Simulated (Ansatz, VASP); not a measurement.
**One calculation of KTaO3, two programs**

The input INCAR:

```
ALGO = Normal
EDIFF = 1E-6
ENCUT = 520
GGA = PE
ISIF = 2
ISMEAR = 0
LASPH = T
LCHARG = F
LREAL = F
LWAVE = F
NBANDS = 27
NELM = 100
PREC = Accurate
SIGMA = 0.05
```

File KPOINTS:

```
k-points
0
Gamma
  8 8 8
```

The input POSCAR:

```
KTaO3
1.0
    3.9939943510      0.0000000000      0.0000000000
    0.0000000000      3.9939943510      0.0000000000
    0.0000000000      0.0000000000      3.7603456815
K Ta O
1 1 3
Direct
    0.5000000000      0.5000000000      0.5000000000
    0.0000000000      0.0000000000      0.0000000000
    0.5000000000      0.0000000000      0.0000000000
    0.0000000000      0.5000000000      0.0000000000
    0.0000000000      0.0000000000      0.5000000000
```

Input for Ansatz:

```yaml
crystal:
  lattice:
    - [3.993994351, 0.0, 0.0]
    - [0.0, 3.993994351, 0.0]
    - [0.0, 0.0, 3.7603456815]
  atoms:
    - { symbol: K, position: [0.5, 0.5, 0.5] }
    - { symbol: Ta, position: [0.0, 0.0, 0.0] }
    - { symbol: O, position: [0.5, 0.0, 0.0] }
    - { symbol: O, position: [0.0, 0.5, 0.0] }
    - { symbol: O, position: [0.0, 0.0, 0.5] }
basis:
  ecutwfc: 520.0
kpoints:
  mp_grid: { grid: [8, 8, 8] }
hamiltonian:
  xc: pbe
scf:
  occupations: { method: gaussian, width: 0.05 }
output:
  forces: true
  stress: true
  eigenvalues: true
```

Alike in both runs: task single point; functional PBE; k mesh 8 × 8 × 8; occupations gaussian, width 0.05 eV; no spin polarisation.

|  | VASP | Ansatz |
| --- | --- | --- |
| version | VASP 6.6.1 | Ansatz 0.2.0 |
| potentials or method | VASP PAW PBE potentials, release 64 (K_sv, Ta_pv, O), cutoff 520 eV | scalar-relativistic, plane waves, PAW |
| valence electrons in the cell | 38 | 40 |

VASP gave:

| Item | Value |
| --- | --- |
| gap on the k mesh at the Fermi level (eV) | 2.18 |
| least direct gap on the mesh (eV) | 2.72 |
| pressure (GPa) | 21.4 |
| traceless stress, the component that is largest in VASP (GPa) | 20.99 |

Question: Which values does Ansatz return?

Answer: gap on the k mesh at the Fermi level (eV): 2.23; least direct gap on the mesh (eV): 2.76; pressure (GPa): 20.5; traceless stress, the component that is largest in VASP (GPa): 20.61.

VASP's potentials hold 38 valence electrons a cell and Ansatz's 40, so a difference there can come from the potentials and not from the codes.

Spin-orbit coupling is off throughout.
